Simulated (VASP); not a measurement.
# HfTe2W2 (P4mm) in VASP: a series of runs

HfTe2W2 is run at these levels: PBE; tasks: relaxation of cell and atoms, single point.

Program: VASP 6.6.1. These are calculated values, not measurements. Logs are shortened: lines on timing, memory, paths and dates and some standing lists are left out, and cuts for length are marked.

## (1) The cell of the first run

Symmetry: P4mm, No. 99, tetragonal system. The conventional cell has a = 4.077 Å, b = 4.077 Å, c = 7.163 Å, α = 90.00°, β = 90.00°, γ = 90.00°. Within 3.8 Å of Hf (site symmetry 4mm) lie 4 W at 2.88 Å and 4 Te at 3.09 Å. Te (site symmetry 2mm) has 1 W at 2.81 Å and 4 Te at 2.88 Å and 2 Hf at 3.09 Å within 3.7 Å. Within 3.7 Å of W (site symmetry 2mm) lie 1 Te at 2.81 Å and 2 Hf at 2.88 Å and 4 W at 2.88 Å.

## (2) Relaxation of cell and atoms, PBE

Input file INCAR:

```
PREC     = Accurate       # precision mode
ENCUT    = 600            # plane-wave cutoff, eV
EDIFF    = 1E-6           # SCF threshold, eV
ISMEAR   = 0              # smearing method
SIGMA    = 0.1            # smearing width, eV
LREAL    = F              # projectors in reciprocal space
LASPH    = T              # aspherical terms in the spheres
NELM     = 80             # most SCF steps
ALGO     = Fast           # electronic algorithm
ISIF     = 3              # what is computed and relaxed
LWAVE    = F              # write WAVECAR
LCHARG   = F              # write CHGCAR
GGA      = PE             # functional
IBRION   = 2              # ionic algorithm
NSW      = 90             # ionic steps
EDIFFG   = -0.04          # ionic threshold
```

Input file KPOINTS:

```
regular mesh
0
Gamma
  4 4 4
```

Input file POSCAR:

```
HfTe2W2
1.0
    4.0766258923      0.0000000000      0.0000000000
    0.0000000000      4.0766258923      0.0000000000
    0.0000000000      0.0000000000      7.1633508599
Hf Te W
1 2 2
Direct
    0.5000000000      0.5000000000      0.7885899440
    0.5000000000      0.0000000000      0.4647011962
    0.0000000000      0.5000000000      0.4647011962
    0.5000000000      0.0000000000      0.0717655018
    0.0000000000      0.5000000000      0.0717655018
```

Potentials or basis: VASP PAW PBE potentials, release 64 (Hf_pv, Te, W_sv).

Command:

```console
cat potpaw_PBE.64/Hf_pv/POTCAR potpaw_PBE.64/Te/POTCAR potpaw_PBE.64/W_sv/POTCAR > POTCAR
mpirun -np 1 vasp_std > vasp.out
```

OUTCAR:

```text
PREC = Accurate
   ENCUT = 600
   EDIFF = 1E-6
   ISMEAR = 0
   LREAL = F
   LASPH = T
   NELM = 80
   ISIF = 3
   GGA = PE
   IBRION = 2
   NSW = 90
   EDIFFG = -0.04

 ion  position               nearest neighbor table
   1  0.500  0.500  0.789-   4 2.88   5 2.88   4 2.88   5 2.88   2 3.09   2 3.09   3 3.09   3 3.09

   2  0.500  0.000  0.465-   4 2.81   3 2.88   3 2.88   3 2.88   3 2.88   1 3.09   1 3.09
   3  0.000  0.500  0.465-   5 2.81   2 2.88   2 2.88   2 2.88   2 2.88   1 3.09   1 3.09
   4  0.500  0.000  0.072-   2 2.81   1 2.88   1 2.88   5 2.88   5 2.88   5 2.88   5 2.88
   5  0.000  0.500  0.072-   3 2.81   1 2.88   1 2.88   4 2.88   4 2.88   4 2.88   4 2.88

  LATTYP: Found a simple tetragonal cell.
 ALAT       =     4.0766258923
 C/A-ratio  =     1.7571764123

  Lattice vectors:

 A1 = (   4.0766258923,   0.0000000000,   0.0000000000)
 A2 = (   0.0000000000,   4.0766258923,   0.0000000000)
 A3 = (   0.0000000000,   0.0000000000,   7.1633508599)

Analysis of symmetry for initial positions (statically):
=====================================================================
 Subroutine PRICEL returns:
 Original cell was already a primitive cell.

 Routine SETGRP: Setting up the symmetry group for a
 simple tetragonal supercell.

 Subroutine GETGRP returns: Found  8 space group operations
 (whereof  8 operations were pure point group operations)
 out of a pool of 16 trial point group operations.

The static configuration has the point symmetry C_4v.

Analysis of symmetry for dynamics (positions and initial velocities):
=====================================================================
 Subroutine PRICEL returns:
 Original cell was already a primitive cell.

 Routine SETGRP: Setting up the symmetry group for a
 simple tetragonal supercell.

 Subroutine GETGRP returns: Found  8 space group operations
 (whereof  8 operations were pure point group operations)
 out of a pool of 16 trial point group operations.

The dynamic configuration has the point symmetry C_4v.

 Subroutine INISYM returns: Found  8 space group operations
 (whereof  8 operations are pure point group operations),
 and found     1 'primitive' translations

----------------------------------------------------------------------------------------

                                     Primitive cell

  volume of cell :     119.0469

  direct lattice vectors                    reciprocal lattice vectors
     4.076625892  0.000000000  0.000000000     0.245300900  0.000000000  0.000000000
     0.000000000  4.076625892  0.000000000     0.000000000  0.245300900  0.000000000
[... 77 lines left out ...]
   ICHARG =      2    charge: 1-file 2-atom 10-const
   ISPIN  =      1    spin polarized calculation?
   LNONCOLLINEAR =      F non collinear calculations
   LSORBIT =      F    spin-orbit coupling
   LASPH  =      T    aspherical Exc in radial PAW
   ENCUT  =  600.0 eV  44.10 Ry    6.64 a.u.   8.14  8.14 14.31*2*pi/ulx,y,z
   NELM   =     80;   NELMIN=  2; NELMDL= -5     # of ELM steps
   EDIFF  = 0.1E-05   stopping-criterion for ELM
   LREAL  =      F    real-space projection
   EDIFFG = -.4E-01   stopping-criterion for IOM
   NSW    =     90    number of steps for IOM
   IBRION =      2    ionic relax: 0-MD 1-quasi-New 2-CG
   NFREE  =      1    steps in history (QN), initial steepest desc. (CG)
   ISIF   =      3    stress and relaxation
   ISYM   =      2    0-nonsym 1-usesym 2-fastsym
   POTIM  = 0.5000    time-step for ionic-motion
   TEBEG  =    0.0;   TEEND  =   0.0 temperature during run
   PSTRESS=    0.0 pullay stress
   NELECT =      50.0000    total number of electrons
   NUPDOWN=      -1.0000    fix difference up-down
   EMIN   =  10.00;   EMAX   =-10.00  energy-range for DOS
   EFERMI =   0.00;   METHOD = LEGACY
   ISMEAR =     0;   SIGMA  =   0.10  broadening in eV -4-tet -1-fermi 0-gaus
   EFERMI_NEDOS =   21; number of points for ismear=-14 and -15
   IALGO  =     68    algorithm
   IMIX   =      4    mixing-type and parameters
     AMIX     =   0.40;   BMIX     =  1.00
     AMIX_MAG =   1.60;   BMIX_MAG =  1.00
  volume/ion in A,a.u.               =      23.81       160.67
  Fermi-wavevector in a.u.,A,eV,Ry     =   1.226005  2.316813 20.450752  1.503088
  Thomas-Fermi vector in A             =   2.361022
   LORBIT       =      0    0 simple, 1 ext, 2 COOP (PROOUT), +10 PAW based schemes
   GGA     = PE    functional components
   LHFCALC =     F    Hartree Fock is set to
   AEXX    =    0.0000 exact exchange contribution
   IVDW    =     0    specifies the selected vdW correction
   LEPSILON=     F    determine dielectric tensor
   LRPA    =     F    only Hartree local field effects (RPA)
 conjugate gradient relaxation of ions
 non-spin polarized calculation
 RMM-DIIS sequential band-by-band and
 Gauss-broadening in eV      SIGMA  =   0.10
  energy-cutoff  :      600.00
  volume of cell :      119.05
 maximum number of plane-waves:      4000
 NGX is ok and might be reduce to    36
   NGX = 17   NGY = 17   NGZ = 29

--------------------------------------- Ionic step        1  -------------------------------------------

 number of electron      50.0000000 magnetization

 Free energy of the ion-electron system (eV)
  ---------------------------------------------------
  ext. energy  EPLUGINS =         0.00000000
  ---------------------------------------------------
  free energy    TOTEN  =       -37.58825449 eV

  energy without entropy =      -37.56540134  energy(sigma->0) =      -37.57682792

------------------------ aborting loop because EDIFF is reached ----------------------------------------

  FORCE on cell =-STRESS in cart. coord.  units (eV):
  Direction    XX          YY          ZZ          XY          YZ          ZX
  --------------------------------------------------------------------------------------
  -------------------------------------------------------------------------------------
  Total        0.0361533      0.0361533     -0.3114034      0.0000000      0.0000000      0.0000000
  in kB        0.4865653      0.4865653     -4.1909845      0.0000000      0.0000000      0.0000000
  external PRESSURE =      -1.0726179 kB  Pullay stress =       0.0000000 kB
[... 65 lines left out ...]
--------------------------------------- Ionic step        3  -------------------------------------------

 number of electron      49.9999997 magnetization

 Free energy of the ion-electron system (eV)
  ---------------------------------------------------
  ext. energy  EPLUGINS =         0.00000000
  ---------------------------------------------------
  free energy    TOTEN  =       -37.59265250 eV

  energy without entropy =      -37.57043915  energy(sigma->0) =      -37.58154582

 E-fermi :   7.7505     XC(G=0): -10.9606

 val. band max:        7.7481995809   @ k =   0.2500   0.2500   0.5000
 cond. band min:       7.7796134848   @ k =   0.5000   0.0000   0.0000
 fundamental gap:      0.0314139039
 Fermi energy:         7.7504922222

 k-point     1 :       0.0000    0.0000    0.0000
  band No.  band energies     occupation
      1     -66.2088      2.00000
      2     -66.1496      2.00000
      3     -30.5375      2.00000
      4     -30.5375      2.00000
      5     -30.4566      2.00000
      6     -30.3422      2.00000
[... 615 lines left out ...]
  FREE ENERGIE OF THE ION-ELECTRON SYSTEM (eV)
  ---------------------------------------------------
  free  energy   TOTEN  =       -37.5926524954 eV

  energy  without entropy=      -37.5704391538  energy(sigma->0) =      -37.58154582

 reached required accuracy - stopping structural energy minimisation
```

It took 1.9 min on 1 thread of Intel Xeon 6975P-C (Granite Rapids), shared host; peak memory 0.33 GiB.

What came out:

* Free energy: -37.5927 eV
* Relaxed volume: 23.73 Å³/atom
* Relaxed cell: a = 4.079 Å, b = 4.079 Å, c = 7.131 Å, α = 90.00°, β = 90.00°, γ = 90.00°
* Space group after relaxing (to 0.05 Å): P4mm (No. 99)
* Energy gained by relaxing: 0.9 meV/atom
* Ionic steps: 3
* Pressure after relaxing: 0.0 GPa
* Largest force after relaxing: 0.039 eV/Å
* Band gap on the k mesh: zero (band 25 reaches 9.14 eV, above the bottom of band 26 at 7.11 eV)

Forces on the atoms (eV/Å):
```
Hf   0.000  0.000 -0.029
Te   0.000  0.000  0.039
Te   0.000  0.000  0.039
W    0.000  0.000 -0.024
W    0.000  0.000 -0.024
```

Step by step:
| step | energy change (eV) | largest force (eV/Å) | pressure (GPa) | volume (Å³) |
| --- | --- | --- | --- | --- |
| 1 | 0.0000 | 0.2452 | -0.11 | 119.05 |
| 2 | -0.0039 | 0.1026 | -0.04 | 118.77 |
| 3 | -0.0044 | 0.0388 | 0.00 | 118.63 |

Final structure:
```
Hf Te W
1.0
     4.07878    0.00000    0.00000
     0.00000    4.07878    0.00000
     0.00000    0.00000    7.13077
Hf Te W
1 2 2
Direct
  0.50000 0.50000 0.78609
  0.50000 0.00000 0.46456
  0.00000 0.50000 0.46456
  0.50000 0.00000 0.07316
  0.00000 0.50000 0.07316
```

Levels at points of the mesh, in eV from the Fermi level:
```csv
k point,band 21,band 22,band 23,band 24,band 25,band 26,band 27,band 28,band 29,band 30
"(0.00, 0.00, 0.00)",-1.96,-1.41,-1.41,-0.71,0.68,0.68,0.97,2.35,2.35,2.60
"(0.50, 0.00, 0.00)",-2.19,-0.95,-0.85,-0.81,-0.68,-0.64,0.03,0.08,0.43,0.62
"(0.50, 0.50, 0.00)",-2.65,-0.12,-0.12,0.24,0.40,0.94,0.94,1.24,2.21,2.29
"(0.00, 0.00, 0.50)",-1.81,-1.81,-1.81,0.64,1.39,1.41,1.41,1.93,2.12,2.12
"(0.50, 0.00, 0.50)",-2.26,-1.31,-1.17,-0.68,-0.62,-0.19,0.12,0.41,0.81,1.01
"(0.50, 0.50, 0.50)",-2.15,-1.12,-0.83,-0.09,-0.09,1.08,1.23,1.23,2.27,2.82
```

Caveat: the k points lie up to 0.39 Å⁻¹ apart in the final cell; spin-orbit coupling is left out, which moves the levels of the heavy elements.

## (3) Single point, PBE

Input file INCAR:

```
PREC = Accurate ; ENCUT = 520
EDIFF = 1E-6 ; ISMEAR = 0
SIGMA = 0.1 ; LREAL = False
LASPH = True ; NELM = 60
ALGO = Fast ; ISIF = 2
LWAVE = False ; LCHARG = False
GGA = PE ; NBANDS = 33
```

Input file KPOINTS:

```
Automatic mesh
0
Gamma
  10 10 6
```

Input file POSCAR:

```
HfTe2W2
1.0
    4.0652140960      0.0000000000      0.0000000000
    0.0000000000      4.0652140960      0.0000000000
    0.0000000000      0.0000000000      7.2083523797
Hf Te W
1 2 2
Direct
    0.5000000000      0.5000000000      0.7899468881
    0.5000000000      0.0000000000      0.4632859098
    0.0000000000      0.5000000000      0.4632859098
    0.5000000000      0.0000000000      0.0725023163
    0.0000000000      0.5000000000      0.0725023163
```

Potentials or basis: VASP PAW PBE potentials, release 64 (Hf_pv, Te, W_sv).

Command:

```console
cat potpaw_PBE.64/Hf_pv/POTCAR potpaw_PBE.64/Te/POTCAR potpaw_PBE.64/W_sv/POTCAR > POTCAR
mpirun -np 1 vasp_std > vasp.out
```

Run time: 3.1 min. Hardware: 1 thread of Intel Xeon 6975P-C (Granite Rapids), shared host; peak memory 0.44 GiB.

It converged, with:

```
Free energy            : -37.6828 eV
Pressure               : -0.1 GPa
Largest force          : 0.037 eV/Å
Band gap on the k mesh : zero (band 25 reaches 8.97 eV, above the bottom of band 26 at 7.09 eV)
```

Forces on the atoms (eV/Å):
```
Hf   0.000  0.000  0.037
Te   0.000  0.000  0.013
Te   0.000  0.000  0.013
W    0.000  0.000 -0.031
W    0.000  0.000 -0.031
```

Stress tensor (GPa, compression positive):
```
-0.05  0.00  0.00
 0.00 -0.05  0.00
 0.00  0.00 -0.20
```

Levels at points of the mesh, in eV from the Fermi level:
```csv
k point,band 22,band 23,band 24,band 25,band 26,band 27,band 28,band 29
"(0.00, 0.00, 0.00)",-1.51,-1.51,-0.82,0.67,0.67,0.86,2.32,2.32
"(0.50, 0.00, 0.00)",-1.04,-0.98,-0.92,-0.73,-0.72,-0.03,0.00,0.33
"(0.50, 0.50, 0.00)",-0.17,-0.17,0.15,0.27,0.86,0.86,1.22,2.13
"(0.00, 0.00, 0.50)",-1.88,-1.88,0.55,1.16,1.39,1.39,1.71,2.06
"(0.50, 0.00, 0.50)",-1.42,-1.24,-0.76,-0.73,-0.26,0.01,0.30,0.63
"(0.50, 0.50, 0.50)",-1.20,-0.89,-0.17,-0.17,1.08,1.17,1.17,2.27
```

Caveat: spin-orbit coupling is left out, which moves the levels of the heavy elements.
